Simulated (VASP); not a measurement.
NiH6, 7 atoms in the cell. Symmetry: Pm-3m, No. 221, cubic system. The conventional cell has a = 3.646 Å, b = 3.646 Å, c = 3.646 Å, α = 90.00°, β = 90.00°, γ = 90.00°. Within 3.4 Å of Ni (site symmetry m-3m) lie 24 H at 2.61 Å. Within 1.1 Å of H (site symmetry 4mm) lie 1 H at 0.78 Å. The cell was built from a structure type or drawn by symmetry, and may not be a known phase.

```yaml
Program: VASP 6.6.1
Task: single point
Functional: PBE
Potentials_or_basis: VASP PAW PBE potentials, release 64 (Ni, H)
Cutoff: 520 eV
k_mesh: 10 × 10 × 10
Occupations: gaussian, width 0.1 eV
Spin: no spin polarisation
Dipole_correction: no
Further_INCAR_settings: ALGO = Normal; EDIFF = 1e-06; NBANDS = 17
```

Potentials or basis: VASP PAW PBE potentials, release 64 (Ni, H).

The run is started by

```bash
$ cat potpaw_PBE.64/Ni/POTCAR potpaw_PBE.64/H/POTCAR > POTCAR
$ mpirun -np 1 vasp_std > vasp.out
```

Hardware: 1 thread of Intel(R) Xeon(R) Platinum 8259CL CPU @ 2.50GHz (Skylake/Cascade Lake), on a shared host.

Q: Estimate the wall time of this run.

A: Wall time 36 s on 1 thread of Intel(R) Xeon(R) Platinum 8259CL CPU @ 2.50GHz (Skylake/Cascade Lake), on a shared host, peak memory 0.18 GiB. Counts: scf iterations 15, k points 56.
